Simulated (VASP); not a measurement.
A run of VASP 6.6.1 is set up as follows.

The input POSCAR:

```
B
1.0
    2.4232136057      1.3990430276      4.1339741719
   -2.4232136057      1.3990430276      4.1339741719
    0.0000000000     -2.7980860552      4.1339741719
B
12
Direct
    0.0103457578      0.6537490214      0.0103457578
    0.0103457578      0.0103457578      0.6537490214
    0.6537490214      0.0103457578      0.0103457578
    0.9896542422      0.3462509786      0.9896542422
    0.3462509786      0.9896542422      0.9896542422
    0.9896542422      0.9896542422      0.3462509786
    0.2216154991      0.6301423513      0.2216154991
    0.2216154991      0.2216154991      0.6301423513
    0.6301423513      0.2216154991      0.2216154991
    0.7783845009      0.3698576487      0.7783845009
    0.3698576487      0.7783845009      0.7783845009
    0.7783845009      0.7783845009      0.3698576487
```

The input INCAR.step1:

```
  PREC = Accurate
  ENCUT = 550
  ISMEAR = 0
  SIGMA = 0.02
  LREAL = False
  LASPH = True
  NELM = 120
  NBANDS = 30
  GGA = PE
  ALGO = Normal
  EDIFF = 1E-5
  LWAVE = True
  LCHARG = False
  GGA_COMPAT = False
```

Contents of INCAR.step2:

```
  PREC = Accurate
  ENCUT = 550
  EDIFF = 1E-6
  ISMEAR = 0
  SIGMA = 0.02
  LREAL = False
  LASPH = True
  NELM = 120
  ALGO = Normal
  ISIF = 2
  LWAVE = False
  LCHARG = True
  METAGGA = R2SCAN
  LMIXTAU = True
  LELF = True
  LVHAR = True
  NBANDS = 30
  ISTART = 1
  GGA_COMPAT = False
```

Contents of KPOINTS:

```
regular mesh
0
Gamma
  9 9 9
```

Potentials or basis: VASP PAW PBE potentials, release 64 (B).

The run is started by

```bash
$ cat potpaw_PBE.64/B/POTCAR > POTCAR
$ cp INCAR.step1 INCAR
$ mpirun -np 1 vasp_std > vasp.out
$ cp INCAR.step2 INCAR
$ mpirun -np 1 vasp_std > vasp.out
```

Predict the largest force.

0.026 eV/Å.

What does it give for the pressure?

7.2 GPa.

Stress tensor (GPa, compression positive):
```
7.22 0.00 0.00
0.00 7.22 0.00
0.00 0.00 7.03
```

Caveat: the cell stands under pressure; the PAW data sets were made with another functional, which shifts forces and pressure a little.
